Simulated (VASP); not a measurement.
# Fe: single point with PBEsol

Fe:

```
Fe
1.0
    -1.36447    1.36447    1.36447
     1.36447   -1.36447    1.36447
     1.36447    1.36447   -1.36447
Fe
1
Cartesian
  0.0000 0.0000 0.0000
```

This cell differs from its parent crystal: volume scaled by 0.94.

```yaml
Program: VASP 6.6.1
Task: single point
Functional: PBEsol
Potentials_or_basis: VASP PAW PBE potentials, release 64 (Fe)
Cutoff: 520 eV
k_mesh: 20 × 20 × 20
Occupations: gaussian, width 0.1 eV
Spin: collinear spin, ferromagnetic start
Starting_moments: "[2.32] μB"
```

```yaml
Pressure: 16.5 GPa
Band_gap_on_the_k_mesh: zero (filled and empty bands overlap)
Net_moment: 2.02 μB per cell
Site_moments: Fe +1.99 μB
Valence_electrons_inside_the_program's_atomic_spheres: Fe 7.53
```

Levels at points of the mesh, in eV from the Fermi level:
Spin up:
```tsv
k point	band 1	band 2	band 3	band 4	band 5	band 6	band 7	band 8	band 9	band 10
(0.00, 0.00, 0.00)	-9.25	-2.58	-2.58	-2.58	-1.08	-1.08	25.96	25.96	25.96	31.84
(0.50, 0.00, 0.00)	-5.65	-3.89	-1.01	-0.83	0.36	0.63	8.35	19.18	21.91	25.09
(0.50, 0.50, 0.50)	-5.61	-5.61	0.30	0.30	0.30	10.62	10.62	10.62	16.78	16.78
```
Spin down:
```csv
k point,band 1,band 2,band 3,band 4,band 5,band 6,band 7
"(0.00, 0.00, 0.00)",-8.97,-0.84,-0.84,-0.84,1.42,1.42,25.93
"(0.50, 0.00, 0.00)",-4.44,-2.32,0.62,1.30,1.73,2.66,9.67
"(0.50, 0.50, 0.50)",-3.96,-3.96,2.30,2.30,2.30,10.99,10.99
```

Wall time 50 s on 1 thread of Intel Xeon 6975P-C, on a shared host, peak memory 0.17 GiB.

Caveat: the PAW data sets were made with another functional, which shifts forces and pressure a little.
